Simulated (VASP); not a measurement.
Set up this calculation in VASP 6.6.1, as the native input.

```yaml
Task: single point
Functional: PBEsol
Potentials_or_basis: VASP PAW PBE potentials, release 64 (Hf_pv, O)
Cutoff: 520 eV
k_mesh: 8 × 8 × 8
Occupations: gaussian, width 0.05 eV
Spin: no spin polarisation
Dipole_correction: no
Further_INCAR_settings: ALGO = Normal; EDIFF = 1e-07; NBANDS = 18
```

The structure of HfO2 lies in POSCAR:

```
HfO2
1.0
    0.0000000000      2.6103397544      2.3455226779
    2.6103397544      0.0000000000      2.3455226779
    2.6103397544      2.6103397544      0.0000000000
Hf O
1 2
Direct
    0.0000000000      0.0000000000      0.0000000000
    0.2500000000      0.2500000000      0.2500000000
    0.7500000000      0.7500000000      0.7500000000
```

This cell differs from its parent crystal: mode 4 frozen in at +0.000 Å, strain +e along z and -e/2 along x and y -0.0700.

The input as run:

INCAR

```
ALGO = Normal
EDIFF = 1E-7
ENCUT = 520
GGA = PS
ISIF = 2
ISMEAR = 0
LASPH = T
LCHARG = T
LELF = T
LREAL = F
LVHAR = T
LWAVE = F
NBANDS = 18
NELM = 60
PREC = Accurate
SIGMA = 0.05
```

KPOINTS

```
k-points
0
Gamma
  8 8 8
```

Potentials or basis: VASP PAW PBE potentials, release 64 (Hf_pv, O).

Launch:

```sh
$ cat potpaw_PBE.64/Hf_pv/POTCAR potpaw_PBE.64/O/POTCAR > POTCAR
$ mpirun -np 1 vasp_std > vasp.out
```

It gave:

```yaml
Pressure: -2.1 GPa
Band_gap_on_the_k_mesh: 2.25 eV, indirect (least direct gap 2.64 eV)
```

Caveat: the cell differs from its parent crystal (mode 4 frozen in at +0.000 Å, strain +e along z and -e/2 along x and y -0.0700); the PAW data sets were made with another functional, which shifts forces and pressure a little; spin-orbit coupling is left out, which moves the levels of the heavy elements.

Wall time 33 s on 1 thread of Intel(R) Xeon(R) Platinum 8259CL CPU @ 2.50GHz (Skylake/Cascade Lake), with other jobs on the host, peak memory 0.17 GiB.
